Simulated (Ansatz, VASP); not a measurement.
## One calculation of NaI, two programs

```
CELL_PARAMETERS angstrom
3.94154 0.00000 0.00000
0.00000 3.94154 0.00000
0.00000 0.00000 3.94154
ATOMIC_POSITIONS crystal
Na 0.00000 0.00000 0.00000
I 0.50000 0.50000 0.50000
```

Change from the starting cell: hydrostatic strain -2.5%.

Alike in both runs: task single point; functional HSE06; k mesh 4 × 4 × 4; no spin polarisation.

```csv
,VASP,Ansatz
version,VASP 6.6.1,Ansatz 0.2.0
potentials or method,"VASP PAW PBE potentials, release 64 (Na_pv, I)","plane waves, PAW"
plane-wave cutoff (eV),520,420
occupations,"gaussian, width 0.01 eV",fixed
valence electrons in the cell,14,26
```

|  | VASP | Ansatz | Ansatz less VASP |
| --- | --- | --- | --- |
| gap on the k mesh at the Fermi level (eV) | 3.35 | 3.37 | +0.022 |
| pressure (GPa) | 1.8 | 1.8 | +0.02 |

VASP's potentials hold 14 valence electrons a cell and Ansatz's 26, so a difference there can come from the potentials and not from the codes. Ansatz's warnings: stress exchange threshold loose, stress scf threshold loose.

Spin-orbit coupling is off throughout.
